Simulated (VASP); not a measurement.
The system is GaSb.

```
CELL_PARAMETERS angstrom
0.00000 3.05900 3.05900
3.05900 0.00000 3.05900
3.05900 3.05900 0.00000
ATOMIC_POSITIONS crystal
Ga 0.00000 0.00000 0.00000
Sb 0.75000 0.75000 0.75000
```

- Program: VASP 6.6.1
- Task: relaxation of cell and atoms
- Functional: LDA
- Potentials or basis: VASP PAW LDA potentials, release 64 (Ga_d, Sb)
- Cutoff: 600 eV
- k mesh: 12 × 12 × 12
- Occupations: fermi-dirac, width 0.1 eV
- Spin: no spin polarisation

At the start: pressure -1.6 GPa; volume 28.62 Å³/atom.

Task: Where does the relaxation end?

Result: Over 3 steps the energy falls by 4.3 meV/atom and the volume is 27.77 Å³/atom (-3.0 %); space group F-43m (No. 216, to 0.05 Å).

Step by step:
| step | energy change (eV) | largest force (eV/Å) | pressure (GPa) | volume (Å³) |
| --- | --- | --- | --- | --- |
| 1 | 0.0000 | 0.0000 | -1.58 | 57.25 |
| 2 | -0.0075 | 0.0000 | 0.60 | 54.94 |
| 3 | -0.0086 | 0.0000 | 0.00 | 55.54 |

Final structure:
```
Ga Sb
1.0
     0.00000    3.02820    3.02820
     3.02820    0.00000    3.02820
     3.02820    3.02820    0.00000
Ga Sb
1 1
Direct
  0.00000 0.00000 0.00000
  0.75000 0.75000 0.75000
```
